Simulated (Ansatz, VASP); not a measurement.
# Two plane-wave programs on CaO

The input POSCAR:

```
CaO
1.0
    0.0000000000      2.5469600000      2.2530800000
    2.5469600000      0.0000000000      2.2530800000
    2.5469600000      2.5469600000      0.0000000000
Ca O
1 1
Direct
    0.0000000000      0.0000000000      0.0000000000
    0.5000000000      0.5000000000      0.5000000000
```

INCAR.step1

```
SYSTEM = CaO
ALGO = Normal ; EDIFF = 1E-4
ENCUT = 520 ; GGA = PE
ISMEAR = 0 ; LASPH = .True.
LCHARG = .False. ; LREAL = .False.
LWAVE = .True. ; NBANDS = 15
NELM = 100 ; PREC = Accurate
SIGMA = 0.05
```

Contents of INCAR.step2:

```
SYSTEM = CaO
ALGO = Normal ; EDIFF = 1E-6
ENCUT = 520 ; ISIF = 2
ISMEAR = 0 ; ISTART = 1
LASPH = .True. ; LCHARG = .False.
LMIXTAU = .True. ; LREAL = .False.
LWAVE = .False. ; METAGGA = R2SCAN
NBANDS = 15 ; NELM = 100
PREC = Accurate ; SIGMA = 0.05
```

KPOINTS

```
k-points
0
Gamma
  8 8 8
  0 0 0
```

Input for Ansatz:

```yaml
crystal:
  lattice:
    - [0.0, 2.54696, 2.25308]
    - [2.54696, 0.0, 2.25308]
    - [2.54696, 2.54696, 0.0]
  atoms:
    - { symbol: Ca, position: [0.0, 0.0, 0.0] }
    - { symbol: O, position: [0.5, 0.5, 0.5] }
basis:
  ecutwfc: 500
kpoints:
  mp_grid: { grid: [8, 8, 8] }
hamiltonian:
  xc: r2scan
scf:
  occupations: { method: gaussian, width: 0.05 }
output:
  forces: true
  stress: true
  eigenvalues: true
```

Change from the starting cell: strain +0.040 along x and y, -0.080 along z, atoms carried along.

Alike in both runs: task single point; functional r2SCAN; k mesh 8 × 8 × 8; occupations gaussian, width 0.05 eV; no spin polarisation.

|  | VASP | Ansatz |
| --- | --- | --- |
| version | VASP 6.6.1 | Ansatz 0.2.0 |
| potentials or method | VASP PAW PBE potentials, release 64 (Ca_sv, O), cutoff 520 eV | scalar-relativistic, plane waves, PAW |
| valence electrons in the cell | 16 | 16 |

|  | VASP | Ansatz | Ansatz less VASP |
| --- | --- | --- | --- |
| gap on the k mesh at the Fermi level (eV) | 3.72 | 3.74 | +0.023 |
| least direct gap on the mesh (eV) | 4.40 | 4.42 | +0.018 |
| pressure (GPa) | -1.5 | -2.5 | -0.93 |
| traceless stress, the component that is largest in VASP (GPa) | 14.41 | 13.42 | -0.992 |

VASP's potentials were made for PBE, not for r2SCAN. With one functional, cell and mesh, what is left measures potentials, basis and numerics.
